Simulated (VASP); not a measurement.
# MgO (F-43m) in VASP: further runs, part 2 of 2

VASP 6.6.1. The steps go on from the part before.

### Step 3. Single point, r2SCAN (volume changed by -3%)

Contents of POSCAR:

```
MgO
1.0
    0.0000000000      2.2589535234      2.2589535234
    2.2589535234      0.0000000000      2.2589535234
    2.2589535234      2.2589535234      0.0000000000
Mg O
1 1
Direct
    0.0000000000      0.0000000000      0.0000000000
    0.2500000000      0.2500000000      0.2500000000
```

Contents of INCAR.step1:

```
SYSTEM = MgO
  PREC = Accurate
  ENCUT = 520
  ISMEAR = 0
  SIGMA = 0.01
  LREAL = .False.
  LASPH = .True.
  NELM = 100
  NBANDS = 11
  GGA = PE
  ALGO = Normal
  EDIFF = 1E-4
  LWAVE = .True.
  LCHARG = .False.
```

Contents of INCAR.step2:

```
SYSTEM = MgO
  PREC = Accurate
  ENCUT = 520
  EDIFF = 1E-7
  ISMEAR = 0
  SIGMA = 0.01
  LREAL = .False.
  LASPH = .True.
  NELM = 100
  ALGO = Normal
  ISIF = 2
  LWAVE = .False.
  LCHARG = .False.
  METAGGA = R2SCAN
  LMIXTAU = .True.
  NBANDS = 11
  ISTART = 1
```

Contents of KPOINTS:

```
regular mesh
0
Gamma
  8 8 8
  0 0 0
```

Potentials or basis: VASP PAW PBE potentials, release 64 (Mg, O).

Started as:

```sh
$ cat potpaw_PBE.64/Mg/POTCAR potpaw_PBE.64/O/POTCAR > POTCAR
$ cp INCAR.step1 INCAR
$ mpirun -np 1 vasp_std > vasp.out
$ cp INCAR.step2 INCAR
$ mpirun -np 1 vasp_std > vasp.out
```

OUTCAR:

```text
SYSTEM = MgO
   PREC = Accurate
   ENCUT = 520
   EDIFF = 1E-7
   ISMEAR = 0
   LREAL = .False.
   LASPH = .True.
   NELM = 100
   ISIF = 2
   METAGGA = R2SCAN
   ISTART = 1

 ion  position               nearest neighbor table
   1  0.000  0.000  0.000-   2 1.96   2 1.96   2 1.96   2 1.96
   2  0.250  0.250  0.250-   1 1.96   1 1.96   1 1.96   1 1.96

  LATTYP: Found a face centered cubic cell.
 ALAT       =     4.5179070468

  Lattice vectors:

 A1 = (   0.0000000000,   2.2589535234,   2.2589535234)
 A2 = (   2.2589535234,   0.0000000000,   2.2589535234)
 A3 = (   2.2589535234,   2.2589535234,   0.0000000000)

Analysis of symmetry for initial positions (statically):
=====================================================================
 Subroutine PRICEL returns:
 Original cell was already a primitive cell.

 Routine SETGRP: Setting up the symmetry group for a
 face centered cubic supercell.

 Subroutine GETGRP returns: Found 24 space group operations
 (whereof 24 operations were pure point group operations)
 out of a pool of 48 trial point group operations.

The static configuration has the point symmetry T_d .

Analysis of symmetry for dynamics (positions and initial velocities):
=====================================================================
 Subroutine PRICEL returns:
 Original cell was already a primitive cell.

 Routine SETGRP: Setting up the symmetry group for a
 face centered cubic supercell.

 Subroutine GETGRP returns: Found 24 space group operations
 (whereof 24 operations were pure point group operations)
 out of a pool of 48 trial point group operations.

The dynamic configuration has the point symmetry T_d .

 Subroutine INISYM returns: Found 24 space group operations
 (whereof 24 operations are pure point group operations),
 and found     1 'primitive' translations

----------------------------------------------------------------------------------------

                                     Primitive cell

  volume of cell :      23.0543

  direct lattice vectors                    reciprocal lattice vectors
     0.000000000  2.258953523  2.258953523    -0.221341429  0.221341429  0.221341429
     2.258953523  0.000000000  2.258953523     0.221341429 -0.221341429  0.221341429
     2.258953523  2.258953523  0.000000000     0.221341429  0.221341429 -0.221341429

  length of vectors
     3.194642710  3.194642710  3.194642710     0.383374600  0.383374600  0.383374600

  position of ions in fractional coordinates (direct lattice)
     0.000000000  0.000000000  0.000000000
     0.250000000  0.250000000  0.250000000

  ion indices of the primitive-cell ions
   primitive index   ion index
                 1           1
                 2           2

----------------------------------------------------------------------------------------

 KPOINTS: regular mesh

Automatic generation of k-mesh.
 Grid dimensions read from file:
 generate k-points for:    8    8    8

 Generating k-lattice:

  Cartesian coordinates                     Fractional coordinates (reciprocal lattice)
    -0.027667679  0.027667679  0.027667679     0.125000000  0.000000000  0.000000000
     0.027667679 -0.027667679  0.027667679     0.000000000  0.125000000  0.000000000
     0.027667679  0.027667679 -0.027667679     0.000000000  0.000000000  0.125000000

  Length of vectors
     0.047921825  0.047921825  0.047921825

  Shift w.r.t. Gamma in fractional coordinates (k-lattice)
     0.000000000  0.000000000  0.000000000

 Subroutine IBZKPT returns following result:
 ===========================================

 Found     29 irreducible k-points:

 Following reciprocal coordinates:
            Coordinates               Weight
  0.000000  0.000000  0.000000      1.000000
  0.125000  0.000000  0.000000      8.000000
  0.250000  0.000000  0.000000      8.000000
  0.375000  0.000000  0.000000      8.000000
  0.500000  0.000000  0.000000      4.000000
  0.125000  0.125000  0.000000      6.000000
[... 16 lines left out ...]
  0.500000  0.250000  0.125000     48.000000
 -0.375000  0.250000  0.125000     24.000000
 [... further k-points ...]
   k-points           NKPTS =     29   k-points in BZ     NKDIM =     29   number of bands    NBANDS=     11
   number of dos      NEDOS =    301   number of ions     NIONS =      2
   total plane-waves  NPLWV =  13824
   dimension x,y,z NGX =    24 NGY =   24 NGZ =   24
   dimension x,y,z NGXF=    48 NGYF=   48 NGZF=   48
   ions per type =               1   1
   NGX,Y,Z   is equivalent  to a cutoff of  12.49, 12.49, 12.49 a.u.
   NGXF,Y,Z  is equivalent  to a cutoff of  24.98, 24.98, 24.98 a.u.
 SYSTEM =  MgO
   PREC   = accura    normal or accurate (medium, high low for compatibility)
   ISTART =      1    job   : 0-new  1-cont  2-samecut
   ICHARG =      0    charge: 1-file 2-atom 10-const
   ISPIN  =      1    spin polarized calculation?
   LNONCOLLINEAR =      F non collinear calculations
   LSORBIT =      F    spin-orbit coupling
   LASPH  =      T    aspherical Exc in radial PAW
   ENCUT  =  520.0 eV  38.22 Ry    6.18 a.u.   5.94  5.94  5.94*2*pi/ulx,y,z
   NELM   =    100;   NELMIN=  2; NELMDL=  0     # of ELM steps
   EDIFF  = 0.1E-06   stopping-criterion for ELM
   LREAL  =      F    real-space projection
   EDIFFG = 0.1E-05   stopping-criterion for IOM
   NSW    =      0    number of steps for IOM
   IBRION =     -1    ionic relax: 0-MD 1-quasi-New 2-CG
   NFREE  =      0    steps in history (QN), initial steepest desc. (CG)
   ISIF   =      2    stress and relaxation
   ISYM   =      2    0-nonsym 1-usesym 2-fastsym
   POTIM  = 0.5000    time-step for ionic-motion
   TEBEG  =    0.0;   TEEND  =   0.0 temperature during run
   PSTRESS=    0.0 pullay stress
   NELECT =       8.0000    total number of electrons
   NUPDOWN=      -1.0000    fix difference up-down
   EMIN   =  10.00;   EMAX   =-10.00  energy-range for DOS
   EFERMI =   0.00;   METHOD = LEGACY
   ISMEAR =     0;   SIGMA  =   0.01  broadening in eV -4-tet -1-fermi 0-gaus
   EFERMI_NEDOS =   21; number of points for ismear=-14 and -15
   IALGO  =     38    algorithm
   IMIX   =      4    mixing-type and parameters
     AMIX     =   0.40;   BMIX     =  1.00
     AMIX_MAG =   1.60;   BMIX_MAG =  1.00
  volume/ion in A,a.u.               =      11.53        77.79
  Fermi-wavevector in a.u.,A,eV,Ry     =   1.150414  2.173967 18.006666  1.323453
  Thomas-Fermi vector in A             =   2.287078
   LORBIT       =      0    0 simple, 1 ext, 2 COOP (PROOUT), +10 PAW based schemes
   METAGGA = R2SCAN    functional components
   LHFCALC =     F    Hartree Fock is set to
   AEXX    =    0.0000 exact exchange contribution
   IVDW    =     0    specifies the selected vdW correction
   LEPSILON=     F    determine dielectric tensor
   LRPA    =     F    only Hartree local field effects (RPA)
 non-spin polarized calculation
 Gauss-broadening in eV      SIGMA  =   0.01
  energy-cutoff  :      520.00
  volume of cell :       23.05
 maximum number of plane-waves:       636
   NGX = 11   NGY = 11   NGZ = 11

 number of electron       8.0000006 magnetization

 Free energy of the ion-electron system (eV)
  ---------------------------------------------------
  ext. energy  EPLUGINS =         0.00000000
  ---------------------------------------------------
  free energy    TOTEN  =       -15.84668058 eV

  energy without entropy =      -15.84668058  energy(sigma->0) =      -15.84668058

 E-fermi :   0.5940     XC(G=0): -10.3062

 val. band max:        0.5159351025   @ k =   0.0000   0.0000   0.0000
 cond. band min:       5.0223049669   @ k =   0.0000   0.0000   0.0000
 fundamental gap:      4.5063698645
 Fermi energy:         0.5940275728

 k-point     1 :       0.0000    0.0000    0.0000
  band No.  band energies     occupation
      1     -16.4048      2.00000
      2       0.5159      2.00000
      3       0.5159      2.00000
      4       0.5159      2.00000
      5       5.0223      0.00000
      6      18.7800      0.00000
      7      18.7800      0.00000
      8      18.7800      0.00000
      9      22.2096      0.00000
     10      22.2096      0.00000
     11      22.3978      0.00000
[... 309 lines left out ...]
 k-point    24 :      -0.3750    0.2500    0.1250
  band No.  band energies     occupation
      1     -15.6122      2.00000
      2      -2.0957      2.00000
      3      -0.5035      2.00000
      4       0.0878      2.00000
      5       9.9769      0.00000
      6      11.9420      0.00000
      7      15.3634      0.00000
      8      16.9102      0.00000
      9      22.0454      0.00000
     10      23.1096      0.00000
     11      26.2662      0.00000

 [... further k-points ...]
[... 5 lines left out ...]
  --------------------------------------------------------------------------------------
  -------------------------------------------------------------------------------------
  Total        0.5135798      0.5135798      0.5135798      0.0000000      0.0000000     -0.0000000
  in kB       35.6916479     35.6916479     35.6916479      0.0000000      0.0000000     -0.0000000
  external PRESSURE =      35.6916479 kB  Pullay stress =       0.0000000 kB

 VOLUME and BASIS-vectors are now :
 -----------------------------------------------------------------------------
  energy-cutoff  :      520.00
  volume of cell :       23.05
      direct lattice vectors                 reciprocal lattice vectors
     0.000000000  2.258953523  2.258953523    -0.221341429  0.221341429  0.221341429
     2.258953523  0.000000000  2.258953523     0.221341429 -0.221341429  0.221341429
     2.258953523  2.258953523  0.000000000     0.221341429  0.221341429 -0.221341429

 POSITION                                       TOTAL-FORCE (eV/Angst)
 -----------------------------------------------------------------------------------
      0.00000      0.00000      0.00000         0.000000      0.000000     -0.000000
      1.12948      1.12948      1.12948        -0.000000     -0.000000      0.000000
 -----------------------------------------------------------------------------------
    total drift:                                0.000007      0.000007      0.000007

  FREE ENERGIE OF THE ION-ELECTRON SYSTEM (eV)
  ---------------------------------------------------
  free  energy   TOTEN  =       -15.8466805816 eV

  energy  without entropy=      -15.8466805816  energy(sigma->0) =      -15.84668058
```

Run time: 14 s. Hardware: 1 thread of Intel Xeon 6975P-C (Granite Rapids), shared host; peak memory 0.14 GiB.

What came out:

* Free energy: -15.8467 eV
* Pressure: 3.6 GPa
* Band gap on the k mesh: 4.51 eV, direct

Caveat: the PAW data sets were made with another functional, which shifts forces and pressure a little.

### Step 4. Single point, r2SCAN (volume changed by +3%)

Contents of POSCAR:

```
MgO
1.0
    0.0000000000      2.3046012467      2.3046012467
    2.3046012467      0.0000000000      2.3046012467
    2.3046012467      2.3046012467      0.0000000000
Mg O
1 1
Direct
    0.0000000000      0.0000000000      0.0000000000
    0.2500000000      0.2500000000      0.2500000000
```

Contents of INCAR.step1:

```
SYSTEM = MgO
PREC = Accurate
ENCUT = 520
ISMEAR = 0
SIGMA = 0.01
LREAL = .False.
LASPH = .True.
NELM = 100
NBANDS = 11
GGA = PE
ALGO = Normal
EDIFF = 1E-4
LWAVE = .True.
LCHARG = .False.
```

Contents of INCAR.step2:

```
SYSTEM = MgO
PREC = Accurate
ENCUT = 520
EDIFF = 1E-7
ISMEAR = 0
SIGMA = 0.01
LREAL = .False.
LASPH = .True.
NELM = 100
ALGO = Normal
ISIF = 2
LWAVE = .False.
LCHARG = .True.
METAGGA = R2SCAN
LMIXTAU = .True.
LELF = .True.
LVHAR = .True.
NBANDS = 11
ISTART = 1
```

KPOINTS is that of step 3.

Started as:

```sh
$ cat potpaw_PBE.64/Mg/POTCAR potpaw_PBE.64/O/POTCAR > POTCAR
$ cp INCAR.step1 INCAR
$ mpirun -np 1 vasp_std > vasp.out
$ cp INCAR.step2 INCAR
$ mpirun -np 1 vasp_std > vasp.out
```

It took 14 s on 1 thread of Intel Xeon 6975P-C (Granite Rapids), shared host; peak memory 0.14 GiB.

Results (log left out):

| Property | Result |
| --- | --- |
| Free energy | -15.8441 eV |
| Pressure | -4.1 GPa |
| Band gap on the k mesh | 4.15 eV, direct |

Levels at points of the mesh, in eV from the valence-band top:
```
           k point  band 1  band 2  band 3  band 4  band 5  band 6  band 7  band 8
(0.00, 0.00, 0.00)  -16.75    0.00    0.00    0.00    4.15   17.58   17.58   17.58
(0.50, 0.00, 0.00)  -16.14   -2.94   -0.18   -0.18    9.41   10.30   15.31   15.31
(0.50, 0.50, 0.00)  -15.96   -2.44   -0.73   -0.73    6.86   12.31   14.89   17.44
```

Caveat: the PAW data sets were made with another functional, which shifts forces and pressure a little.

### Step 5. Single point, r2SCAN (volume changed by +6%)

Contents of POSCAR:

```
MgO
1.0
    0.0000000000      2.3267622335      2.3267622335
    2.3267622335      0.0000000000      2.3267622335
    2.3267622335      2.3267622335      0.0000000000
Mg O
1 1
Direct
    0.0000000000      0.0000000000      0.0000000000
    0.2500000000      0.2500000000      0.2500000000
```

Contents of INCAR.step1:

```
PREC = Accurate
ENCUT = 520
ISMEAR = 0
SIGMA = 0.01
LREAL = F
LASPH = T
NELM = 100
NBANDS = 11
GGA = PE
ALGO = Normal
EDIFF = 1E-4
LWAVE = T
LCHARG = F
```

Contents of INCAR.step2:

```
PREC = Accurate
ENCUT = 520
EDIFF = 1E-6
ISMEAR = 0
SIGMA = 0.01
LREAL = F
LASPH = T
NELM = 100
ALGO = Normal
ISIF = 2
LWAVE = F
LCHARG = F
METAGGA = R2SCAN
LMIXTAU = T
NBANDS = 11
ISTART = 1
```

Contents of KPOINTS:

```
regular mesh
0
Gamma
  8 8 8
```

Potentials or basis: VASP PAW PBE potentials, release 64 (Mg, O).

Started as:

```sh
$ cat potpaw_PBE.64/Mg/POTCAR potpaw_PBE.64/O/POTCAR > POTCAR
$ cp INCAR.step1 INCAR
$ mpirun -np 1 vasp_std > vasp.out
$ cp INCAR.step2 INCAR
$ mpirun -np 1 vasp_std > vasp.out
```

OUTCAR:

```text
PREC = Accurate
   ENCUT = 520
   EDIFF = 1E-6
   ISMEAR = 0
   LREAL = F
   LASPH = T
   NELM = 100
   ISIF = 2
   METAGGA = R2SCAN
   ISTART = 1

 ion  position               nearest neighbor table
   1  0.000  0.000  0.000-   2 2.02   2 2.02   2 2.02   2 2.02
   2  0.250  0.250  0.250-   1 2.02   1 2.02   1 2.02   1 2.02

  LATTYP: Found a face centered cubic cell.
 ALAT       =     4.6535244670

  Lattice vectors:

 A1 = (   0.0000000000,   2.3267622335,   2.3267622335)
 A2 = (   2.3267622335,   0.0000000000,   2.3267622335)
 A3 = (   2.3267622335,   2.3267622335,   0.0000000000)

Analysis of symmetry for initial positions (statically):
=====================================================================
 Subroutine PRICEL returns:
 Original cell was already a primitive cell.

 Routine SETGRP: Setting up the symmetry group for a
 face centered cubic supercell.

 Subroutine GETGRP returns: Found 24 space group operations
 (whereof 24 operations were pure point group operations)
 out of a pool of 48 trial point group operations.

The static configuration has the point symmetry T_d .

Analysis of symmetry for dynamics (positions and initial velocities):
=====================================================================
 Subroutine PRICEL returns:
 Original cell was already a primitive cell.

 Routine SETGRP: Setting up the symmetry group for a
 face centered cubic supercell.

 Subroutine GETGRP returns: Found 24 space group operations
 (whereof 24 operations were pure point group operations)
 out of a pool of 48 trial point group operations.

The dynamic configuration has the point symmetry T_d .

 Subroutine INISYM returns: Found 24 space group operations
 (whereof 24 operations are pure point group operations),
 and found     1 'primitive' translations

----------------------------------------------------------------------------------------

                                     Primitive cell

[... 112 lines left out ...]
  Fermi-wavevector in a.u.,A,eV,Ry     =   1.116888  2.110612 16.972425  1.247438
  Thomas-Fermi vector in A             =   2.253506
   LORBIT       =      0    0 simple, 1 ext, 2 COOP (PROOUT), +10 PAW based schemes
   METAGGA = R2SCAN    functional components
   LHFCALC =     F    Hartree Fock is set to
   AEXX    =    0.0000 exact exchange contribution
   IVDW    =     0    specifies the selected vdW correction
   LEPSILON=     F    determine dielectric tensor
   LRPA    =     F    only Hartree local field effects (RPA)
 non-spin polarized calculation
 Gauss-broadening in eV      SIGMA  =   0.01
  energy-cutoff  :      520.00
  volume of cell :       25.19
 maximum number of plane-waves:       700
   NGX = 13   NGY = 13   NGZ = 13

 number of electron       7.9999995 magnetization

 Free energy of the ion-electron system (eV)
  ---------------------------------------------------
  ext. energy  EPLUGINS =         0.00000000
  ---------------------------------------------------
  free energy    TOTEN  =       -15.81966190 eV

  energy without entropy =      -15.81966190  energy(sigma->0) =      -15.81966190

 E-fermi :   0.1412     XC(G=0):  -9.9016

 val. band max:        0.0788941007   @ k =   0.0000   0.0000   0.0000
 cond. band min:       4.0625948233   @ k =   0.0000   0.0000   0.0000
 fundamental gap:      3.9837007226
 Fermi energy:         0.1411743103

 k-point     1 :       0.0000    0.0000    0.0000
  band No.  band energies     occupation
      1     -16.5932      2.00000
      2       0.0789      2.00000
      3       0.0789      2.00000
      4       0.0789      2.00000
      5       4.0626      0.00000
      6      17.3450      0.00000
      7      17.3450      0.00000
      8      17.3450      0.00000
      9      20.9132      0.00000
     10      20.9137      0.00000
     11      20.9137      0.00000
[... 309 lines left out ...]
 k-point    24 :      -0.3750    0.2500    0.1250
  band No.  band energies     occupation
      1     -15.9400      2.00000
      2      -2.3351      2.00000
      3      -0.8749      2.00000
      4      -0.3300      2.00000
      5       9.0978      0.00000
      6      10.7768      0.00000
      7      13.9773      0.00000
      8      15.6310      0.00000
      9      20.3201      0.00000
     10      21.4597      0.00000
     11      24.4877      0.00000

 [... further k-points ...]
[... 5 lines left out ...]
  --------------------------------------------------------------------------------------
  -------------------------------------------------------------------------------------
  Total       -1.1179433     -1.1179433     -1.1179433     -0.0000000      0.0000000     -0.0000000
  in kB      -71.0958655    -71.0958655    -71.0958655     -0.0000000      0.0000000     -0.0000000
  external PRESSURE =     -71.0958655 kB  Pullay stress =       0.0000000 kB

 VOLUME and BASIS-vectors are now :
 -----------------------------------------------------------------------------
  energy-cutoff  :      520.00
  volume of cell :       25.19
      direct lattice vectors                 reciprocal lattice vectors
     0.000000000  2.326762234  2.326762234    -0.214890887  0.214890887  0.214890887
     2.326762234  0.000000000  2.326762234     0.214890887 -0.214890887  0.214890887
     2.326762234  2.326762234  0.000000000     0.214890887  0.214890887 -0.214890887

 POSITION                                       TOTAL-FORCE (eV/Angst)
 -----------------------------------------------------------------------------------
      0.00000      0.00000      0.00000         0.000000      0.000000      0.000000
      1.16338      1.16338      1.16338        -0.000000     -0.000000     -0.000000
 -----------------------------------------------------------------------------------
    total drift:                               -0.000002     -0.000002     -0.000002

  FREE ENERGIE OF THE ION-ELECTRON SYSTEM (eV)
  ---------------------------------------------------
  free  energy   TOTEN  =       -15.8196618957 eV

  energy  without entropy=      -15.8196618957  energy(sigma->0) =      -15.81966190
```

It took 11 s on 1 thread of Intel Xeon 6975P-C (Granite Rapids), shared host; peak memory 0.14 GiB.

Results:

```
Free energy            : -15.8197 eV
Pressure               : -7.1 GPa
Band gap on the k mesh : 3.98 eV, direct
```

Caveat: the PAW data sets were made with another functional, which shifts forces and pressure a little.

### Step 6. Summary

```tsv
cell	gap on the mesh (eV)	pressure (GPa)
a = 3.227 Å, angles 60.0°, 2 atoms	4.32	-0.6
a = 3.195 Å, angles 60.0°, 2 atoms	4.51	3.6
a = 3.259 Å, angles 60.0°, 2 atoms	4.15	-4.1
a = 3.291 Å, angles 60.0°, 2 atoms	3.98	-7.1
```

Alike in all rows: task single point; level r2SCAN; potentials or basis VASP PAW PBE potentials, release 64 (Mg, O); no spin polarisation; k mesh 8 × 8 × 8; cutoff (eV) 520; smearing gaussian 0.01 eV.

Caveats: the PAW data sets were made with another functional, which shifts forces and pressure a little.

Total energies depend on the potentials used, so only differences within one code and one set of settings carry meaning.
